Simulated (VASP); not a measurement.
Input of a VASP 6.6.1 run:

The input INCAR:

```
SYSTEM = IrF2
  PREC = Accurate
  ENCUT = 520
  EDIFF = 1E-6
  ISMEAR = 0
  SIGMA = 0.1
  LREAL = .False.
  LASPH = .True.
  NELM = 150
  ALGO = Fast
  ISIF = 2
  LWAVE = .False.
  LCHARG = .False.
  ISPIN = 2
  MAGMOM = 0.26 0 0
  LORBIT = 11
  LMAXMIX = 4
  GGA = PE
  NBANDS = 22
```

Contents of KPOINTS:

```
Automatic mesh
0
Gamma
  6 6 6
  0 0 0
```

POSCAR

```
IrF2
1.0
    0.0000000000      2.7388265413      2.7388265413
    2.7388265413      0.0000000000      2.7388265413
    2.7388265413      2.7388265413      0.0000000000
Ir F
1 2
Direct
    0.0000000000      0.0000000000      0.0000000000
    0.2500000000      0.2500000000      0.2500000000
    0.7500000000      0.7500000000      0.7500000000
```

Potentials or basis: VASP PAW PBE potentials, release 64 (Ir, F).

Launch:

```bash
$ cat potpaw_PBE.64/Ir/POTCAR potpaw_PBE.64/F/POTCAR > POTCAR
$ mpirun -np 1 vasp_std > vasp.out
```

Question: What does it give for the pressure?

Answer: -6.9 GPa.

Question: What does it give for the net moment?

Answer: -0.01 μB per cell.

Caveat: the cell stands under tension.
